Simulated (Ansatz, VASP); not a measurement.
NaHF2 in VASP and in Ansatz

File INCAR:

```
PREC     = Accurate       # precision mode
ENCUT    = 520            # plane-wave cutoff, eV
EDIFF    = 1E-6           # SCF threshold, eV
ISMEAR   = -1             # smearing method
SIGMA    = 0.02           # smearing width, eV
LREAL    = False          # projectors in reciprocal space
LASPH    = True           # aspherical terms in the spheres
NELM     = 60             # most SCF steps
ALGO     = Normal         # electronic algorithm
ISIF     = 2              # what is computed and relaxed
LWAVE    = False          # write WAVECAR
LCHARG   = False          # write CHGCAR
GGA      = CA             # functional
NBANDS   = 19             # bands
```

Contents of KPOINTS:

```
Automatic mesh
0
Gamma
  10 10 10
```

Contents of POSCAR:

```
NaHF2
1.0
    1.7398922078      1.0045272345      4.6695925921
   -1.7398922078      1.0045272345      4.6695925921
    0.0000000000     -2.0090544691      4.6695925921
Na H F
1 1 2
Direct
    0.0000000000      0.0000000000      0.0000000000
    0.5000000000      0.5000000000      0.5000000000
    0.4100000000      0.4100000000      0.4100000000
    0.5900000000      0.5900000000      0.5900000000
```

Input for Ansatz:

```yaml
crystal:
  lattice:
    - [1.7398922078, 1.0045272345, 4.6695925921]
    - [-1.7398922078, 1.0045272345, 4.6695925921]
    - [0.0, -2.0090544691, 4.6695925921]
  atoms:
    - { symbol: Na, position: [0.0, 0.0, 0.0] }
    - { symbol: H, position: [0.5, 0.5, 0.5] }
    - { symbol: F, position: [0.41, 0.41, 0.41] }
    - { symbol: F, position: [0.59, 0.59, 0.59] }
kpoints:
  mp_grid: { grid: [10, 10, 10] }
  band_path:
    path:
      - [0.0, 0.0, 0.0]
      - [0.5, 0.5, 0.5]
      - [0.8024819821, 0.1975180179, 0.5]
      - [0.5, -0.1975180179, 0.1975180179]
      - [0.5, 0.0, 0.0]
      - [0.0, 0.0, 0.0]
      - [0.3487590089, -0.3487590089, 0.0]
      - [0.6512409911, 0.0, 0.3487590089]
      - [0.5, 0.0, 0.5]
    npoints: 5
scf:
  occupations: { method: fermi_dirac, width: 0.02 }
hamiltonian:
  xc: lda
  pseudopotentials: { kind: all_electron, lapw: { basis_error: 0.001 } }
output:
  forces: true
  stress: true
  eigenvalues: true
```

Change from the starting cell: volume scaled by 1.02.

Alike in both runs: task single point; functional LDA; k mesh 10 × 10 × 10; occupations fermi-dirac, width 0.02 eV; no spin polarisation.

|  | VASP | Ansatz |
| --- | --- | --- |
| version | VASP 6.6.1 | Ansatz 0.2.0 |
| potentials or method | VASP PAW LDA potentials, release 64 (Na_pv, H, F), cutoff 520 eV | all-electron LAPW, scalar-relativistic |

VASP gave:

```
gap on the k mesh at the Fermi level (eV)                     : 6.25
pressure (GPa)                                                : -7.7
traceless stress, the component that is largest in VASP (GPa) : -11.15
rms of the force components (eV/Å)                            : 0.886
```

Question: What did Ansatz give for the same quantities?

Answer: gap on the k mesh at the Fermi level (eV): 6.27; pressure (GPa): -7.6; traceless stress, the component that is largest in VASP (GPa): -11.50; rms of the force components (eV/Å): 0.905.

LDA's correlation is that of Perdew and Zunger in VASP and of Perdew and Wang (1992) in Ansatz. Atom by atom the forces differ by 0.019 eV/Å (rms over components). Ansatz ran all-electron here, and VASP with PAW potentials.
